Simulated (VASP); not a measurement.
Sc2GaP3:

```
Sc Ga P
1.0
     4.46814    0.00000    0.00000
    -2.23407    3.86953    0.00000
     0.00000    0.00000    7.08559
Sc Ga P
2 1 3
Direct
  0.00000 0.00000 0.70784
  0.00000 0.00000 0.29216
  0.00000 0.00000 0.00000
  0.50000 0.00000 0.50000
  0.00000 0.50000 0.50000
  0.50000 0.50000 0.50000
```

The cell was generated, and may not be a known phase.

```yaml
Program: VASP 6.6.1
Task: relaxation of cell and atoms
Functional: PBE
Potentials_or_basis: VASP PAW PBE potentials, release 64 (Sc_sv, Ga_d, P)
Cutoff: 600 eV
k_mesh: 6 × 6 × 4
Occupations: gaussian, width 0.1 eV
Spin: no spin polarisation
```

At the start: pressure 23.7 GPa; volume 20.42 Å³/atom.

Q: How do energy, volume and symmetry change on relaxing?

A: Over 7 steps the energy falls by 825.9 meV/atom and the volume is 28.62 Å³/atom (+40.2 %); space group P6/mmm (No. 191, to 0.1 Å) before and after.

Step by step:
```tsv
step	energy change (eV)	largest force (eV/Å)	pressure (GPa)	volume (Å³)
1	0.0000	6.7187	23.65	122.51
2	-4.8451	0.2173	-1.58	182.35
3	-4.9473	0.0487	0.61	168.80
4	-4.9486	0.0810	0.34	170.20
5	-4.9540	0.0160	-0.09	171.82
6	-4.9542	0.0394	-0.19	172.23
7	-4.9555	0.0073	-0.04	171.70
```

Final structure:
```cif
data_structure
_symmetry_space_group_name_H-M 'P 1'
_symmetry_Int_Tables_number 1
_cell_length_a 4.7949
_cell_length_b 4.7949
_cell_length_c 8.6235
_cell_angle_alpha 90.000
_cell_angle_beta 90.000
_cell_angle_gamma 120.000
_cell_volume 171.70
loop_
_atom_site_label
_atom_site_type_symbol
_atom_site_fract_x
_atom_site_fract_y
_atom_site_fract_z
_atom_site_occupancy
Sc1 Sc 0.00000 0.00000 0.66901 1
Sc2 Sc 0.00000 0.00000 0.33099 1
Ga1 Ga 0.00000 0.00000 0.00000 1
P1 P 0.50000 0.00000 0.50000 1
P2 P 0.00000 0.50000 0.50000 1
P3 P 0.50000 0.50000 0.50000 1
```

Caveat: the volume moved by over 15 % at a fixed basis, so the end points are rough; semilocal functionals underestimate gaps, and a narrow one can read as zero.
